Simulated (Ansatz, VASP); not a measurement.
Sn2Br: VASP beside Ansatz

```xyz
6
Lattice="0.0000 4.4773 4.4773 4.4773 0.0000 4.4773 4.4773 4.4773 0.0000" Properties=species:S:1:pos:R:3 pbc="T T T"
Sn    1.1193    1.1193    1.1193
Sn    1.1193    3.3579    3.3579
Sn    3.3579    3.3579    1.1193
Sn    3.3579    1.1193    3.3579
Br    4.4773    4.4773    4.4773
Br    6.7159    6.7159    6.7159
```

Alike in both runs: functional PBE; k mesh 8 × 8 × 8; occupations gaussian, width 0.1 eV; no spin polarisation.

Ansatz relaxed the structure, and its values are those at the end. VASP's run is a single point on that final structure, the one shown.

|  | VASP | Ansatz |
| --- | --- | --- |
| version | VASP 6.6.1 | Ansatz 0.2.0 |
| potentials or method | VASP PAW PBE potentials, release 64 (Sn_d, Br), cutoff 520 eV | scalar-relativistic, plane waves, PAW |
| valence electrons in the cell | 70 | 70 |

Ansatz gave:

```
gap on the k mesh at the Fermi level (eV) : none
pressure (GPa)                            : 0.0
```

Estimate VASP's values.

gap on the k mesh at the Fermi level (eV): none; pressure (GPa): -0.1.

A gap of «none» marks a metal or a gap that the smearing closes.
